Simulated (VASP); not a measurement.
# AlN (I4/mmm) in VASP: single point with HSE06

Aim: the single point of AlN with HSE06.

Program: VASP 6.6.1. These are calculated values, not measurements. Logs are shortened: lines on timing, memory, paths and dates and some standing lists are left out, and cuts for length are marked.

**1. The cell of the first run**

Symmetry: I4/mmm, No. 139, tetragonal system. Conventional cell: a = 2.855 Å, b = 2.855 Å, c = 4.159 Å, α = 90.00°, β = 90.00°, γ = 90.00°. Al (site symmetry 4/mmm) has 6 N at 2.02 to 2.08 Å within 2.7 Å. N (site symmetry 4/mmm) has 6 Al at 2.02 to 2.08 Å within 2.7 Å.

**2. Single point, HSE06 (uniaxial z strain +3.0%)**

POSCAR

```
AlN
1.0
    0.0000000000      2.0188684521      2.0794345057
    2.0188684521      0.0000000000      2.0794345057
    2.0188684521      2.0188684521      0.0000000000
Al N
1 1
Direct
    0.0000000000      0.0000000000      0.0000000000
    0.5000000000      0.5000000000      0.5000000000
```

INCAR.step1

```
PREC = Accurate
ENCUT = 520
EDIFF = 1E-5
ISMEAR = 0
SIGMA = 0.01
LREAL = False
LASPH = True
NELM = 80
ALGO = Normal
ISIF = 2
LWAVE = True
LCHARG = False
GGA = PE
NBANDS = 11
```

INCAR.step2

```
PREC = Accurate
ENCUT = 520
EDIFF = 1E-6
ISMEAR = 0
SIGMA = 0.01
LREAL = False
LASPH = True
NELM = 80
ALGO = Normal
ISIF = 2
LWAVE = False
LCHARG = False
GGA = PE
LHFCALC = True
HFSCREEN = 0.2079
PRECFOCK = Normal
ISTART = 1
NBANDS = 11
```

KPOINTS

```
Automatic mesh
0
Gamma
  8 8 8
```

Potentials or basis: VASP PAW PBE potentials, release 64 (Al, N).

On the command line:

```
cat potpaw_PBE.64/Al/POTCAR potpaw_PBE.64/N/POTCAR > POTCAR
cp INCAR.step1 INCAR
mpirun -np 1 vasp_std > vasp.out
cp INCAR.step2 INCAR
mpirun -np 1 vasp_std > vasp.out
```

OUTCAR:

```text
PREC = Accurate
   ENCUT = 520
   EDIFF = 1E-6
   ISMEAR = 0
   LREAL = False
   LASPH = True
   NELM = 80
   ISIF = 2
   GGA = PE
   LHFCALC = True
   HFSCREEN = 0.2079
   PRECFOCK = Normal
   ISTART = 1

 ion  position               nearest neighbor table
   1  0.000  0.000  0.000-   2 2.02   2 2.02   2 2.02   2 2.02   2 2.08   2 2.08
   2  0.500  0.500  0.500-   1 2.02   1 2.02   1 2.02   1 2.02   1 2.08   1 2.08

  LATTYP: Found a body centered tetragonal cell.
 ALAT       =     2.8551111456
 C/A-ratio  =     1.4566399693

  Lattice vectors:

 A1 = (  -2.0188684521,   0.0000000000,   2.0794345057)
 A2 = (   2.0188684521,   0.0000000000,   2.0794345057)
 A3 = (   0.0000000000,   2.0188684521,  -2.0794345057)

Analysis of symmetry for initial positions (statically):
=====================================================================
 Subroutine PRICEL returns:
 Original cell was already a primitive cell.

 Routine SETGRP: Setting up the symmetry group for a
 body centered tetragonal supercell.

 Subroutine GETGRP returns: Found 16 space group operations
 (whereof 16 operations were pure point group operations)
 out of a pool of 16 trial point group operations.

The static configuration has the point symmetry D_4h.

Analysis of symmetry for dynamics (positions and initial velocities):
=====================================================================
 Subroutine PRICEL returns:
 Original cell was already a primitive cell.

 Routine SETGRP: Setting up the symmetry group for a
 body centered tetragonal supercell.

 Subroutine GETGRP returns: Found 16 space group operations
 (whereof 16 operations were pure point group operations)
 out of a pool of 16 trial point group operations.

The dynamic configuration has the point symmetry D_4h.

 Subroutine INISYM returns: Found 16 space group operations
 (whereof 16 operations are pure point group operations),
 and found     1 'primitive' translations

----------------------------------------------------------------------------------------

                                     Primitive cell

  volume of cell :      16.9508

  direct lattice vectors                    reciprocal lattice vectors
     0.000000000  2.018868452  2.079434506    -0.247663487  0.247663487  0.240449987
     2.018868452  0.000000000  2.079434506     0.247663487 -0.247663487  0.240449987
     2.018868452  2.018868452  0.000000000     0.247663487  0.247663487 -0.240449987

  length of vectors
     2.898254249  2.898254249  2.855111146     0.424841855  0.424841855  0.424841855

  position of ions in fractional coordinates (direct lattice)
     0.000000000  0.000000000  0.000000000
     0.500000000  0.500000000  0.500000000

  ion indices of the primitive-cell ions
   primitive index   ion index
                 1           1
                 2           2

----------------------------------------------------------------------------------------

 KPOINTS: Automatic mesh

Automatic generation of k-mesh.
 Grid dimensions read from file:
 generate k-points for:    8    8    8

 Generating k-lattice:

  Cartesian coordinates                     Fractional coordinates (reciprocal lattice)
    -0.030957936  0.030957936  0.030056248     0.125000000  0.000000000  0.000000000
     0.030957936 -0.030957936  0.030056248     0.000000000  0.125000000  0.000000000
     0.030957936  0.030957936 -0.030056248     0.000000000  0.000000000  0.125000000

  Length of vectors
     0.053105232  0.053105232  0.053105232

  Shift w.r.t. Gamma in fractional coordinates (k-lattice)
     0.000000000  0.000000000  0.000000000

 Subroutine IBZKPT returns following result:
 ===========================================

 Found     59 irreducible k-points:

 Following reciprocal coordinates:
            Coordinates               Weight
  0.000000  0.000000  0.000000      1.000000
  0.125000  0.000000  0.000000      8.000000
  0.250000  0.000000  0.000000      8.000000
  0.375000  0.000000  0.000000      8.000000
  0.500000  0.000000  0.000000      4.000000
  0.125000  0.125000  0.000000      2.000000
[... 16 lines left out ...]
  0.250000  0.000000  0.125000     16.000000
  0.375000  0.000000  0.125000     16.000000
 [... further k-points ...]
   k-points           NKPTS =     59   k-points in BZ     NKDIM =    512   number of bands    NBANDS=     11
   number of dos      NEDOS =    301   number of ions     NIONS =      2
   total plane-waves  NPLWV =  13824
   dimension x,y,z NGX =    24 NGY =   24 NGZ =   24
   dimension x,y,z NGXF=    48 NGYF=   48 NGZF=   48
   ions per type =               1   1
   NGX,Y,Z   is equivalent  to a cutoff of  13.77, 13.77, 13.97 a.u.
   NGXF,Y,Z  is equivalent  to a cutoff of  27.53, 27.53, 27.95 a.u.
 SYSTEM =  unknown system
   PREC   = accura    normal or accurate (medium, high low for compatibility)
   ISTART =      1    job   : 0-new  1-cont  2-samecut
   ICHARG =      0    charge: 1-file 2-atom 10-const
   ISPIN  =      1    spin polarized calculation?
   LNONCOLLINEAR =      F non collinear calculations
   LSORBIT =      F    spin-orbit coupling
   LASPH  =      T    aspherical Exc in radial PAW
   ENCUT  =  520.0 eV  38.22 Ry    6.18 a.u.   5.39  5.39  5.31*2*pi/ulx,y,z
   NELM   =     80;   NELMIN=  2; NELMDL=  0     # of ELM steps
   EDIFF  = 0.1E-05   stopping-criterion for ELM
   LREAL  =      F    real-space projection
   EDIFFG = 0.1E-04   stopping-criterion for IOM
   NSW    =      0    number of steps for IOM
   IBRION =     -1    ionic relax: 0-MD 1-quasi-New 2-CG
   NFREE  =      0    steps in history (QN), initial steepest desc. (CG)
   ISIF   =      2    stress and relaxation
   ISYM   =      3    0-nonsym 1-usesym 2-fastsym
   POTIM  = 0.5000    time-step for ionic-motion
   TEBEG  =    0.0;   TEEND  =   0.0 temperature during run
   PSTRESS=    0.0 pullay stress
   NELECT =       8.0000    total number of electrons
   NUPDOWN=      -1.0000    fix difference up-down
   EMIN   =  10.00;   EMAX   =-10.00  energy-range for DOS
   EFERMI =   0.00;   METHOD = LEGACY
   ISMEAR =     0;   SIGMA  =   0.01  broadening in eV -4-tet -1-fermi 0-gaus
   EFERMI_NEDOS =   21; number of points for ismear=-14 and -15
   IALGO  =     38    algorithm
   IMIX   =      1    mixing-type and parameters
     AMIX     =   0.40;   BMIX     =  1.00
     AMIX_MAG =   1.60;   BMIX_MAG =  1.00
  volume/ion in A,a.u.               =       8.48        57.19
  Fermi-wavevector in a.u.,A,eV,Ry     =   1.274601  2.408647 22.104144  1.624609
  Thomas-Fermi vector in A             =   2.407360
   LORBIT       =      0    0 simple, 1 ext, 2 COOP (PROOUT), +10 PAW based schemes
   GGA     = PE    functional components
   LHFCALC =     T    Hartree Fock is set to
   PRECFOCK=normal    Normal, Fast or Accurate (Low or Medium for compatibility)
   ENCUT4O =  -1.0   cutoff for four orbital integrals eV
   NKREDX  =     1    reduce k-point grid by
   NKREDY  =     1    reduce k-point grid by
   NKREDZ  =     1    reduce k-point grid by
   AEXX    =    0.2500 exact exchange contribution
   HFSCREEN=    0.2079 screening length (either q_TF or 0.3 A-1)
   HFSCREENC=   0.2079 screening length for correlation (either q_TF or 0.3 A-1)
   ENCUTFOCK=  -1.0 apply spherical cutoff to Coloumb kernel
   IVDW    =     0    specifies the selected vdW correction
   LEPSILON=     F    determine dielectric tensor
   LRPA    =     F    only Hartree local field effects (RPA)
 non-spin polarized calculation
 Gauss-broadening in eV      SIGMA  =   0.01
  energy-cutoff  :      520.00
  volume of cell :       16.95
 maximum number of plane-waves:       475
 NGX is ok and might be reduce to    24
  NGX = 18; NGY = 18; NGZ = 16

 number of electron       8.0000000 magnetization

 Free energy of the ion-electron system (eV)
  ---------------------------------------------------
  ext. energy  EPLUGINS =         0.00000000
  ---------------------------------------------------
  free energy    TOTEN  =       -17.11075854 eV

  energy without entropy =      -17.11075854  energy(sigma->0) =      -17.11075854

 E-fermi :   9.0825     XC(G=0):  -9.9641

 val. band max:        8.9472906760   @ k =   0.0000   0.0000   0.0000
 cond. band min:      14.4059987322   @ k =   0.5000   0.0000   0.5000
 fundamental gap:      5.4587080562
 Fermi energy:         9.0824817499

 k-point     1 :       0.0000    0.0000    0.0000
  band No.  band energies     occupation
      1     -10.1990      2.00000
      2       8.7017      2.00000
      3       8.7017      2.00000
      4       8.9473      2.00000
      5      15.5711      0.00000
      6      22.2348      0.00000
      7      22.6355      0.00000
      8      22.6355      0.00000
      9      27.6163      0.00000
     10      27.8085      0.00000
     11      28.4192      0.00000

 k-point     2 :       0.1250    0.0000    0.0000
  band No.  band energies     occupation
      1      -9.8645      2.00000
      2       7.1811      2.00000
      3       8.5366      2.00000
      4       8.6587      2.00000
      5      16.4996      0.00000
      6      21.2951      0.00000
      7      22.7526      0.00000
      8      23.0879      0.00000
      9      25.8751      0.00000
     10      26.6204      0.00000
     11      28.5576      0.00000

 k-point     3 :       0.2500    0.0000    0.0000
  band No.  band energies     occupation
      1      -8.9159      2.00000
      2       4.1411      2.00000
      3       8.1736      2.00000
      4       8.1837      2.00000
      5      16.9026      0.00000
      6      21.4851      0.00000
      7      22.2651      0.00000
      8      22.9153      0.00000
      9      26.5359      0.00000
     10      26.7150      0.00000
     11      27.5930      0.00000
[... 267 lines left out ...]
 k-point    23 :       0.2500    0.0000    0.1250
  band No.  band energies     occupation
      1      -8.9942      2.00000
      2       5.0358      2.00000
      3       7.6282      2.00000
      4       7.8468      2.00000
      5      17.7518      0.00000
      6      19.6802      0.00000
      7      21.9496      0.00000
      8      23.6813      0.00000
      9      24.9741      0.00000
     10      28.4556      0.00000
     11      29.8977      0.00000

 k-point    24 :       0.3750    0.0000    0.1250
  band No.  band energies     occupation
      1      -7.7846      2.00000
      2       2.2750      2.00000
      3       7.1501      2.00000
      4       7.3263      2.00000
      5      17.3127      0.00000
      6      20.5462      0.00000
      7      21.5439      0.00000
      8      22.7541      0.00000
      9      26.8783      0.00000
     10      29.4952      0.00000
     11      30.4906      0.00000

 [... further k-points ...]

------------------------ aborting loop because EDIFF is reached ----------------------------------------

  FORCE on cell =-STRESS in cart. coord.  units (eV):
  Direction    XX          YY          ZZ          XY          YZ          ZX
  --------------------------------------------------------------------------------------
  -------------------------------------------------------------------------------------
  Total       -0.6905620     -0.6905620     -1.3850361      0.0000000      0.0000000      0.0000000
  in kB      -65.2712598    -65.2712598   -130.9122827      0.0000000      0.0000000      0.0000000
  external PRESSURE =     -87.1516008 kB  Pullay stress =       0.0000000 kB

 VOLUME and BASIS-vectors are now :
 -----------------------------------------------------------------------------
  energy-cutoff  :      520.00
  volume of cell :       16.95
      direct lattice vectors                 reciprocal lattice vectors
     0.000000000  2.018868452  2.079434506    -0.247663487  0.247663487  0.240449987
     2.018868452  0.000000000  2.079434506     0.247663487 -0.247663487  0.240449987
     2.018868452  2.018868452  0.000000000     0.247663487  0.247663487 -0.240449987

 POSITION                                       TOTAL-FORCE (eV/Angst)
 -----------------------------------------------------------------------------------
      0.00000      0.00000      0.00000        -0.000000      0.000000     -0.000000
      2.01887      2.01887      2.07943         0.000000     -0.000000      0.000000
 -----------------------------------------------------------------------------------
    total drift:                               -0.000000      0.000000     -0.000000

  FREE ENERGIE OF THE ION-ELECTRON SYSTEM (eV)
  ---------------------------------------------------
  free  energy   TOTEN  =       -17.1107585360 eV

  energy  without entropy=      -17.1107585360  energy(sigma->0) =      -17.11075854
```

Wall time 84 min (1 thread of Intel Xeon Platinum 8375C at 2.90GHz (Ice Lake), shared host); peak memory 0.26 GiB.

Results:

| Property | Result |
| --- | --- |
| Free energy | -17.1108 eV |
| Pressure | -8.7 GPa |
| Band gap on the k mesh | 5.46 eV (least direct gap 6.62 eV) |

Stress tensor (GPa, compression positive):
```
 -6.53   0.00   0.00
  0.00  -6.53   0.00
  0.00   0.00 -13.09
```

Caveat: the cell differs from its parent crystal (uniaxial z strain +3.0%); the stress differs along the axes, from -13 to -7 GPa; the structure was generated, so it needn't be the stable form of AlN; the PAW data sets were made with another functional, which shifts forces and pressure a little.
